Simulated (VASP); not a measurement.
The system is KF.

```xyz
2
Lattice="0.0000 2.6719 2.6719 2.6719 0.0000 2.6719 2.6719 2.6719 0.0000" Properties=species:S:1:pos:R:3 pbc="T T T"
K    -0.0093    0.0344    0.1168
F     2.7230    2.7843    2.7220
```

```yaml
Program: VASP 6.6.1
Task: relaxation of cell and atoms
Functional: PBE
Potentials_or_basis: VASP PAW PBE potentials, release 64 (K_sv, F)
Cutoff: 600 eV
k_mesh: 7 × 7 × 7
Occupations: fermi-dirac, width 0.02 eV
Spin: no spin polarisation
```

At the start: pressure 1.6 GPa; volume 19.07 Å³/atom.

Task: Where does the relaxation end?

Result: Over 11 steps the energy falls by 9.4 meV/atom and the volume is 19.91 Å³/atom (+4.4 %); space group R3m (No. 160, to 0.1 Å) before, Fm-3m (No. 225, to 0.1 Å).

The path:
| step | energy change (eV) | largest force (eV/Å) | pressure (GPa) | volume (Å³) |
| --- | --- | --- | --- | --- |
| 1 | 0.0000 | 0.1972 | 1.61 | 38.15 |
| 2 | -0.0105 | 0.1450 | 0.60 | 39.22 |
| 3 | -0.0139 | 0.0967 | -0.38 | 40.48 |
| 4 | -0.0140 | 0.1014 | -0.28 | 40.34 |
| 5 | -0.0155 | 0.0854 | -0.23 | 40.22 |
| 6 | -0.0183 | 0.0342 | -0.04 | 39.87 |
| 7 | -0.0153 | 0.0831 | 0.55 | 39.17 |
| 8 | -0.0186 | 0.0077 | 0.11 | 39.70 |
| 9 | -0.0186 | 0.0063 | 0.10 | 39.68 |
| 10 | -0.0186 | 0.0038 | 0.11 | 39.67 |
| 11 | -0.0187 | 0.0022 | 0.04 | 39.82 |

Final structure:
```yaml
crystal:
  lattice:
    - [-0.00017, 2.71263, 2.71189]
    - [2.71122, 0.00015, 2.71157]
    - [2.70831, 2.70941, 0.00306]
  atoms:
    - { symbol: K, position: [0.02532, 0.00572, 0.00229] }
    - { symbol: F, position: [0.52557, 0.50587, 0.50178] }
```
